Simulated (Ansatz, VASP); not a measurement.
# Si3C4 in VASP and in Ansatz

```
Si C
1.0
     3.00479   -0.00005    0.00001
    -1.50244    2.60215   -0.00003
     0.00005   -0.00008    8.89175
Si C
3 4
Direct
  0.99999 0.99998 0.50000
  0.66668 0.33337 0.17269
  0.33333 0.66664 0.82731
  0.00001 0.00007 0.08588
  0.33331 0.66662 0.62159
  0.00000 0.99994 0.91412
  0.66668 0.33337 0.37841
```

Change from the starting cell: cell x1, atoms moved at random (sigma 0.15 Å) and cell strained at random (1.5 %), then relaxed without symmetry.

Alike in both runs: functional PBE; k mesh 12 × 12 × 4; occupations gaussian, width 0.2 eV; no spin polarisation.

Ansatz relaxed the structure, and its values are those at the end. VASP's run is a single point on that final structure, the one shown.

```csv
,VASP,Ansatz
version,VASP 6.6.1,Ansatz 0.2.0
potentials or method,"VASP PAW PBE potentials, release 64 (Si, C), cutoff 520 eV","scalar-relativistic, plane waves, PAW"
valence electrons in the cell,28,28
```

```csv
,VASP,Ansatz,Ansatz less VASP
gap on the k mesh at the Fermi level (eV),none,none,-
pressure (GPa),0.0,0.0,-0.01
rms of the force components (eV/Å),0.014,0.003,-0.0111
```

A gap of «none» marks a metal or a gap that the smearing closes. The functional is the same, so the differences come from potentials, cutoffs and numerics.
